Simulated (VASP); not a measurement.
The system is SiB4N.

```
Si B N
1.0
     4.43154    0.00000    0.00000
    -2.21577    3.83783    0.00000
     0.00000    0.00000    3.38301
Si B N
1 4 1
Direct
  0.33333 0.66667 0.00000
  0.66667 0.33333 0.00000
  0.00903 0.50451 0.50000
  0.49549 0.50451 0.50000
  0.49549 0.99097 0.50000
  0.00000 0.00000 0.00000
```

The cell was built from a structure type or drawn by symmetry, and may not be a known phase.

```yaml
Program: VASP 6.6.1
Task: relaxation of cell and atoms
Functional: PBE
Potentials_or_basis: VASP PAW PBE potentials, release 64 (Si, B, N)
Cutoff: 600 eV
k_mesh: 6 × 6 × 6
Occupations: gaussian, width 0.1 eV
Spin: collinear spin, ferromagnetic start
Starting_moments: "[0.0, 0.0, 0.0, 0.0, 0.0, 1.0] μB"
```

At the start: pressure -18.5 GPa; volume 9.59 Å³/atom.

**Question.** How do energy, volume and symmetry change on relaxing?

**Answer.** Over 15 steps the energy falls by 318.0 meV/atom and the volume is 8.91 Å³/atom (-7.0 %); space group P-6m2 (No. 187, to 0.1 Å) before and after; moment 0.00 μB per cell.

The path:
```csv
step,energy change (eV),largest force (eV/Å),pressure (GPa),volume (Å³)
1,0.0000,0.9442,-18.46,57.54
2,-0.7244,1.5816,1.07,48.82
3,-0.7314,1.6441,4.44,47.93
4,-1.0908,0.7560,9.76,46.00
5,-1.0981,0.4260,11.58,45.66
6,-1.2266,0.0135,-1.59,49.19
7,-1.2284,0.0331,-0.36,48.78
8,-1.3147,0.2052,-0.91,49.38
9,-1.6180,0.6298,-1.32,50.99
10,-1.8240,0.3355,2.27,53.33
11,-1.8843,0.6021,0.79,52.65
12,-1.8851,0.5380,1.09,52.83
13,-1.8321,0.8368,0.15,54.66
14,-1.8965,0.1378,0.61,53.36
15,-1.9078,0.0040,-0.47,53.49
```

Final structure:
```
Si B N
1.0
     4.66448    0.00000    0.00000
    -2.33224    4.03956    0.00000
     0.00000    0.00000    2.83856
Si B N
1 4 1
Direct
  0.33333 0.66667 0.00000
  0.66667 0.33333 0.00000
  0.92231 0.46116 0.50000
  0.53884 0.46116 0.50000
  0.53884 0.07769 0.50000
  0.00000 0.00000 0.00000
```

Caveat: a cell axis changed by over 15 % at a fixed basis, so the end point is rough.
